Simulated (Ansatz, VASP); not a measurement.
**MnHg in VASP and in Ansatz**

```xyz
2
Lattice="3.1456 0.0000 0.0000 0.0000 3.1456 0.0000 0.0000 0.0000 3.1494" Properties=species:S:1:pos:R:3 pbc="T T T"
Mn    1.5728    1.5728    1.5747
Hg    0.0000    0.0000    0.0000
```

Alike in both runs: functional PBE; k mesh 12 × 12 × 12; occupations gaussian, width 0.1 eV; no spin polarisation.

Ansatz relaxed the structure, and its values are those at the end. VASP's run is a single point on that final structure, the one shown.

|  | VASP | Ansatz |
| --- | --- | --- |
| version | VASP 6.6.1 | Ansatz 0.2.0 |
| potentials or method | VASP PAW PBE potentials, release 64 (Mn_sv, Hg_sv_GW), cutoff 680 eV | scalar-relativistic, plane waves, PAW |
| valence electrons in the cell | 35 | 35 |

|  | VASP | Ansatz | Ansatz less VASP |
| --- | --- | --- | --- |
| gap on the k mesh at the Fermi level (eV) | none | none | - |
| pressure (GPa) | -0.4 | 0.0 | +0.39 |

A gap of «none» marks a metal or a gap that the smearing closes. The functional is the same, so the differences come from potentials, cutoffs and numerics.

Neither program's run includes spin-orbit coupling.
